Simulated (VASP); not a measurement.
# B (P6_3/mmc) in VASP: notebook

Runs on B. Level: PBE. Tasks: single point.

Program: VASP 6.6.1. These are calculated values, not measurements. Logs are shortened: lines on timing, memory, paths and dates and some standing lists are left out, and cuts for length are marked.

### 1 The cell of the first run

The structure is hexagonal, space group P6_3/mmc (No. 194). The conventional cell has a = 1.663 Å, b = 1.663 Å, c = 2.999 Å, α = 90.00°, β = 90.00°, γ = 120.00°. B (site symmetry -6m2) has 12 B at 1.66 to 1.78 Å within 2.2 Å.

### 2 Single point, PBE

The input, INCAR:

```
SYSTEM = B
ALGO = Normal ; EDIFF = 1E-6
ENCUT = 520 ; GGA = PE
ISIF = 2 ; ISMEAR = -1
LASPH = .TRUE. ; LCHARG = .TRUE.
LELF = .TRUE. ; LREAL = .FALSE.
LVHAR = .TRUE. ; LWAVE = .FALSE.
NBANDS = 10 ; NELM = 80
PREC = Accurate ; SIGMA = 0.1
```

The input, KPOINTS:

```
k-points
0
G
  24 24 13
  0 0 0
```

The input, POSCAR:

```
B
1.0
    1.6633688188      0.0000000000      0.0000000000
   -0.8316844094      1.4405196530      0.0000000000
    0.0000000000      0.0000000000      2.9985347269
B
2
Direct
    0.3333333333      0.6666666667      0.2500000000
    0.6666666667      0.3333333333      0.7500000000
```

Potentials or basis: VASP PAW PBE potentials, release 64 (B).

On the command line:

```
$ cat potpaw_PBE.64/B/POTCAR > POTCAR
$ mpirun -np 1 vasp_std > vasp.out
```

OUTCAR:

```text
SYSTEM = B
   EDIFF = 1E-6
   ENCUT = 520
   GGA = PE
   ISIF = 2
   ISMEAR = -1
   LASPH = .TRUE.
   LREAL = .FALSE.
   NELM = 80
   PREC = Accurate

 ion  position               nearest neighbor table
   1  0.333  0.667  0.250-   2 1.78   2 1.78   2 1.78   2 1.78   2 1.78   2 1.78
   2  0.667  0.333  0.750-   1 1.78   1 1.78   1 1.78   1 1.78   1 1.78   1 1.78

  LATTYP: Found a hexagonal cell.
 ALAT       =     1.6633688188
 C/A-ratio  =     1.8026878303

  Lattice vectors:

 A1 = (   1.6633688188,   0.0000000000,   0.0000000000)
 A2 = (  -0.8316844094,   1.4405196530,   0.0000000000)
 A3 = (   0.0000000000,   0.0000000000,   2.9985347269)

Analysis of symmetry for initial positions (statically):
=====================================================================
 Subroutine PRICEL returns:
 Original cell was already a primitive cell.

 Routine SETGRP: Setting up the symmetry group for a
 hexagonal supercell.

 Subroutine GETGRP returns: Found 24 space group operations
 (whereof 12 operations were pure point group operations)
 out of a pool of 24 trial point group operations.

The static configuration has the point symmetry D_3d.
 The point group associated with its full space group is D_6h.

Analysis of symmetry for dynamics (positions and initial velocities):
=====================================================================
 Subroutine PRICEL returns:
 Original cell was already a primitive cell.

 Routine SETGRP: Setting up the symmetry group for a
 hexagonal supercell.

 Subroutine GETGRP returns: Found 24 space group operations
 (whereof 12 operations were pure point group operations)
 out of a pool of 24 trial point group operations.

The dynamic configuration has the point symmetry D_3d.
 The point group associated with its full space group is D_6h.

 Subroutine INISYM returns: Found 24 space group operations
 (whereof 12 operations are pure point group operations),
 and found     1 'primitive' translations

----------------------------------------------------------------------------------------

                                     Primitive cell

  volume of cell :       7.1848

  direct lattice vectors                    reciprocal lattice vectors
     1.663368819  0.000000000  0.000000000     0.601189579  0.347096965  0.000000000
    -0.831684409  1.440519653  0.000000000     0.000000000  0.694193931  0.000000000
     0.000000000  0.000000000  2.998534727     0.000000000  0.000000000  0.333496221

  length of vectors
     1.663368819  1.663368819  2.998534727     0.694193931  0.694193931  0.333496221

  position of ions in fractional coordinates (direct lattice)
     0.333333333  0.666666667  0.250000000
     0.666666667  0.333333333  0.750000000

  ion indices of the primitive-cell ions
   primitive index   ion index
                 1           1
                 2           2

----------------------------------------------------------------------------------------

 KPOINTS: k-points

Automatic generation of k-mesh.
 Grid dimensions read from file:
 generate k-points for:   24   24   13

 Generating k-lattice:

  Cartesian coordinates                     Fractional coordinates (reciprocal lattice)
     0.025049566  0.014462374  0.000000000     0.041666667  0.000000000  0.000000000
     0.000000000  0.028924747  0.000000000     0.000000000  0.041666667  0.000000000
     0.000000000  0.000000000  0.025653555     0.000000000  0.000000000  0.076923077

  Length of vectors
     0.028924747  0.028924747  0.025653555

  Shift w.r.t. Gamma in fractional coordinates (k-lattice)
     0.000000000  0.000000000  0.000000000

 Subroutine IBZKPT returns following result:
 ===========================================

 Found    427 irreducible k-points:

 Following reciprocal coordinates:
            Coordinates               Weight
  0.000000  0.000000  0.000000      1.000000
  0.041667 -0.000000  0.000000      6.000000
  0.083333 -0.000000  0.000000      6.000000
  0.125000 -0.000000  0.000000      6.000000
  0.166667  0.000000  0.000000      6.000000
  0.208333  0.000000  0.000000      6.000000
[... 16 lines left out ...]
  0.416667  0.041667  0.000000     12.000000
  0.458333  0.041667  0.000000     12.000000
 [... further k-points ...]
   k-points           NKPTS =    427   k-points in BZ     NKDIM =    427   number of bands    NBANDS=     10
   number of dos      NEDOS =    301   number of ions     NIONS =      2
   total plane-waves  NPLWV =   3456
   dimension x,y,z NGX =    12 NGY =   12 NGZ =   24
   dimension x,y,z NGXF=    24 NGYF=   24 NGZF=   48
   ions per type =               2
   NGX,Y,Z   is equivalent  to a cutoff of  11.99, 11.99, 13.31 a.u.
   NGXF,Y,Z  is equivalent  to a cutoff of  23.99, 23.99, 26.61 a.u.
 SYSTEM =  B
   PREC   = accura    normal or accurate (medium, high low for compatibility)
   ISTART =      0    job   : 0-new  1-cont  2-samecut
   ICHARG =      2    charge: 1-file 2-atom 10-const
   ISPIN  =      1    spin polarized calculation?
   LNONCOLLINEAR =      F non collinear calculations
   LSORBIT =      F    spin-orbit coupling
   LASPH  =      T    aspherical Exc in radial PAW
   ENCUT  =  520.0 eV  38.22 Ry    6.18 a.u.   3.09  3.09  5.58*2*pi/ulx,y,z
   NELM   =     80;   NELMIN=  2; NELMDL= -5     # of ELM steps
   EDIFF  = 0.1E-05   stopping-criterion for ELM
   LREAL  =      F    real-space projection
   EDIFFG = 0.1E-04   stopping-criterion for IOM
   NSW    =      0    number of steps for IOM
   IBRION =     -1    ionic relax: 0-MD 1-quasi-New 2-CG
   NFREE  =      0    steps in history (QN), initial steepest desc. (CG)
   ISIF   =      2    stress and relaxation
   ISYM   =      2    0-nonsym 1-usesym 2-fastsym
   POTIM  = 0.5000    time-step for ionic-motion
   TEBEG  =    0.0;   TEEND  =   0.0 temperature during run
   PSTRESS=    0.0 pullay stress
   NELECT =       6.0000    total number of electrons
   NUPDOWN=      -1.0000    fix difference up-down
   EMIN   =  10.00;   EMAX   =-10.00  energy-range for DOS
   EFERMI =   0.00;   METHOD = LEGACY
   ISMEAR =    -1;   SIGMA  =   0.10  broadening in eV -4-tet -1-fermi 0-gaus
   EFERMI_NEDOS =   21; number of points for ismear=-14 and -15
   IALGO  =     38    algorithm
   IMIX   =      4    mixing-type and parameters
     AMIX     =   0.40;   BMIX     =  1.00
     AMIX_MAG =   1.60;   BMIX_MAG =  1.00
  volume/ion in A,a.u.               =       3.59        24.24
  Fermi-wavevector in a.u.,A,eV,Ry     =   1.541652  2.913300 32.336836  2.376690
  Thomas-Fermi vector in A             =   2.647568
   LORBIT       =      0    0 simple, 1 ext, 2 COOP (PROOUT), +10 PAW based schemes
   GGA     = PE    functional components
   LHFCALC =     F    Hartree Fock is set to
   AEXX    =    0.0000 exact exchange contribution
   IVDW    =     0    specifies the selected vdW correction
   LEPSILON=     F    determine dielectric tensor
   LRPA    =     F    only Hartree local field effects (RPA)
 non-spin polarized calculation
  energy-cutoff  :      520.00
  volume of cell :        7.18
 maximum number of plane-waves:       204
   NGX =  7   NGY =  7   NGZ = 11

 number of electron       6.0000000 magnetization

 Free energy of the ion-electron system (eV)
  ---------------------------------------------------
  ext. energy  EPLUGINS =         0.00000000
  ---------------------------------------------------
  free energy    TOTEN  =        -7.09960572 eV

  energy without entropy =       -7.08956662  energy(sigma->0) =       -7.09458617

 E-fermi :  17.5299     XC(G=0): -15.2408

 val. band max:       17.5063337073   @ k =   0.4583   0.0000   0.2308
 cond. band min:      17.5356099307   @ k =   0.3750   0.1667   0.2308
 fundamental gap:      0.0292762234
 Fermi energy:        17.5299261663

 k-point     1 :       0.0000    0.0000    0.0000
  band No.  band energies     occupation
      1      -8.1499      2.00000
      2       1.2389      2.00000
      3       9.0134      2.00000
      4      37.7309      0.00000
      5      40.6493      0.00000
      6      40.6493      0.00000
      7      44.0126      0.00000
      8      44.0126      0.00000
      9      53.9118      0.00000
     10      62.3237      0.00000

 k-point     2 :       0.0417   -0.0000    0.0000
  band No.  band energies     occupation
      1      -8.0615      2.00000
      2       1.3601      2.00000
      3       9.0467      2.00000
      4      37.7621      0.00000
      5      39.9831      0.00000
      6      40.1238      0.00000
      7      43.7869      0.00000
      8      44.0913      0.00000
      9      54.3026      0.00000
     10      59.7570      0.00000

 k-point     3 :       0.0833   -0.0000    0.0000
  band No.  band energies     occupation
      1      -7.7960      2.00000
      2       1.7237      2.00000
      3       9.1458      2.00000
      4      37.8382      0.00000
      5      38.1317      0.00000
      6      38.9015      0.00000
      7      43.2086      0.00000
      8      44.0372      0.00000
      9      54.8461      0.00000
     10      57.0982      0.00000

 k-point     4 :       0.1250   -0.0000    0.0000
  band No.  band energies     occupation
      1      -7.3536      2.00000
      2       2.3290      2.00000
      3       9.3072      2.00000
      4      35.4968      0.00000
      5      37.4202      0.00000
      6      37.8981      0.00000
      7      42.2881      0.00000
      8      43.6089      0.00000
      9      53.1071      0.00000
     10      57.1601      0.00000
[... 222 lines left out ...]
 k-point    22 :       0.3750    0.0417    0.0000
  band No.  band energies     occupation
      1      -0.2401      2.00000
      2       8.9437      2.00000
      3      12.0175      2.00000
      4      19.7738      0.00000
      5      26.6773      0.00000
      6      27.5675      0.00000
      7      30.8835      0.00000
      8      38.1615      0.00000
      9      46.6151      0.00000
     10      47.8419      0.00000

 k-point    23 :       0.4167    0.0417    0.0000
  band No.  band energies     occupation
      1       1.3218      2.00000
      2       7.6413      2.00000
      3      14.1825      2.00000
      4      19.5085      0.00000
      5      23.7990      0.00000
      6      26.2322      0.00000
      7      30.2160      0.00000
      8      37.7964      0.00000
      9      46.5977      0.00000
     10      47.7839      0.00000

 k-point    24 :       0.4583    0.0417    0.0000
  band No.  band energies     occupation
      1       2.6480      2.00000
      2       6.3750      2.00000
      3      16.0691      2.00000
      4      19.5712      0.00000
      5      21.5400      0.00000
      6      25.4048      0.00000
      7      29.9072      0.00000
      8      37.6119      0.00000
      9      46.5952      0.00000
     10      47.7647      0.00000

 [... further k-points ...]

------------------------ aborting loop because EDIFF is reached ----------------------------------------

  FORCE on cell =-STRESS in cart. coord.  units (eV):
  Direction    XX          YY          ZZ          XY          YZ          ZX
  --------------------------------------------------------------------------------------
  -------------------------------------------------------------------------------------
  Total       14.8307812     14.8307812     14.7900598      0.0000000      0.0000000      0.0000000
  in kB     3307.1796308   3307.1796310   3298.0989819      0.0000000      0.0000000      0.0000000
  external PRESSURE =    3304.1527479 kB  Pullay stress =       0.0000000 kB

 VOLUME and BASIS-vectors are now :
 -----------------------------------------------------------------------------
  energy-cutoff  :      520.00
  volume of cell :        7.18
      direct lattice vectors                 reciprocal lattice vectors
     1.663368819  0.000000000  0.000000000     0.601189579  0.347096965  0.000000000
    -0.831684409  1.440519653  0.000000000     0.000000000  0.694193931  0.000000000
     0.000000000  0.000000000  2.998534727     0.000000000  0.000000000  0.333496221

 POSITION                                       TOTAL-FORCE (eV/Angst)
 -----------------------------------------------------------------------------------
     -0.00000      0.96035      0.74963        -0.000000      0.000000      0.000000
      0.83168      0.48017      2.24890         0.000000     -0.000000      0.000000
 -----------------------------------------------------------------------------------
    total drift:                               -0.000000      0.000000      0.000000

  FREE ENERGIE OF THE ION-ELECTRON SYSTEM (eV)
  ---------------------------------------------------
  free  energy   TOTEN  =        -7.0996057225 eV

  energy  without entropy=       -7.0895666178  energy(sigma->0) =       -7.09458617
```

Wall time 7.5 s (1 thread of Intel Xeon 6975P-C, shared host); peak memory 0.13 GiB.

What came out:

```
Free energy            : -7.0996 eV
Pressure               : 330.4 GPa
Band gap on the k mesh : zero (band 3 reaches 22.75 eV, above the bottom of band 4 at 11.98 eV)
```

Stress tensor (GPa, compression positive):
```
330.72   0.00   0.00
  0.00 330.72   0.00
  0.00   0.00 329.81
```

Levels at points of the mesh, in eV from the Fermi level:
```csv
k point,band 1,band 2,band 3,band 4,band 5,band 6,band 7
"(0.00, 0.00, 0.00)",-25.68,-16.29,-8.52,20.20,23.12,23.12,26.48
"(0.50, 0.00, 0.00)",-14.72,-11.47,-1.19,2.08,3.53,8.77,11.75
```

### 3 Single point, PBE

The input, INCAR:

```
SYSTEM = B
  PREC = Accurate
  ENCUT = 520
  EDIFF = 1E-7
  ISMEAR = -1
  SIGMA = 0.1
  LREAL = .FALSE.
  LASPH = .TRUE.
  NELM = 80
  ALGO = Normal
  ISIF = 2
  LWAVE = .FALSE.
  LCHARG = .FALSE.
  GGA = PE
  NBANDS = 10
```

The input, KPOINTS:

```
regular mesh
0
G
  24 24 13
  0 0 0
```

The input, POSCAR:

```
B
1.0
    1.6636108760      0.0000000000      0.0000000000
   -0.8318054380      1.4407292807      0.0000000000
    0.0000000000      0.0000000000      2.9978328051
B
2
Direct
    0.3333333333      0.6666666667      0.2500000000
    0.6666666667      0.3333333333      0.7500000000
```

Potentials or basis: VASP PAW PBE potentials, release 64 (B).

On the command line:

```
$ cat potpaw_PBE.64/B/POTCAR > POTCAR
$ mpirun -np 1 vasp_std > vasp.out
```

OUTCAR:

```text
SYSTEM = B
   PREC = Accurate
   ENCUT = 520
   EDIFF = 1E-7
   ISMEAR = -1
   LREAL = .FALSE.
   LASPH = .TRUE.
   NELM = 80
   ISIF = 2
   GGA = PE

 ion  position               nearest neighbor table
   1  0.333  0.667  0.250-   2 1.78   2 1.78   2 1.78   2 1.78   2 1.78   2 1.78
   2  0.667  0.333  0.750-   1 1.78   1 1.78   1 1.78   1 1.78   1 1.78   1 1.78

  LATTYP: Found a hexagonal cell.
 ALAT       =     1.6636108760
 C/A-ratio  =     1.8020036105

  Lattice vectors:
[... 500 lines left out ...]

------------------------ aborting loop because EDIFF is reached ----------------------------------------

  FORCE on cell =-STRESS in cart. coord.  units (eV):
  Direction    XX          YY          ZZ          XY          YZ          ZX
  --------------------------------------------------------------------------------------
  -------------------------------------------------------------------------------------
  Total       14.8210983     14.8210983     14.7984443     -0.0000000      0.0000000      0.0000000
  in kB     3304.8323095   3304.8323098   3299.7808858     -0.0000000      0.0000000      0.0000000
  external PRESSURE =    3303.1485017 kB  Pullay stress =       0.0000000 kB

 VOLUME and BASIS-vectors are now :
 -----------------------------------------------------------------------------
  energy-cutoff  :      520.00
  volume of cell :        7.19
      direct lattice vectors                 reciprocal lattice vectors
     1.663610876  0.000000000  0.000000000     0.601102105  0.347046462  0.000000000
    -0.831805438  1.440729281  0.000000000     0.000000000  0.694092925  0.000000000
     0.000000000  0.000000000  2.997832805     0.000000000  0.000000000  0.333574307

 POSITION                                       TOTAL-FORCE (eV/Angst)
 -----------------------------------------------------------------------------------
     -0.00000      0.96049      0.74946         0.000000     -0.000000      0.000000
      0.83181      0.48024      2.24837        -0.000000      0.000000      0.000000
 -----------------------------------------------------------------------------------
    total drift:                               -0.000000     -0.000000     -0.000000

  FREE ENERGIE OF THE ION-ELECTRON SYSTEM (eV)
  ---------------------------------------------------
  free  energy   TOTEN  =        -7.1004614743 eV

  energy  without entropy=       -7.0903692477  energy(sigma->0) =       -7.09541536
```

stdout:

```text
POSCAR found type information on POSCAR B
 POSCAR found :  1 types and       2 ions
 scaLAPACK will be used
 LDA part: xc-table for (Slater+PW92), standard interpolation
 POSCAR, INCAR and KPOINTS ok, starting setup
 FFT: planning ... GRIDC
 FFT: planning ... GRID_SOFT
 FFT: planning ... GRID
 WAVECAR not read
 entering main loop
```

Wall time 10 s (1 thread of Intel Xeon 6975P-C, shared host); peak memory 0.13 GiB.

What came out:

- Free energy: -7.1005 eV
- Pressure: 330.3 GPa
- Band gap on the k mesh: zero (band 3 reaches 22.76 eV, above the bottom of band 4 at 11.97 eV)
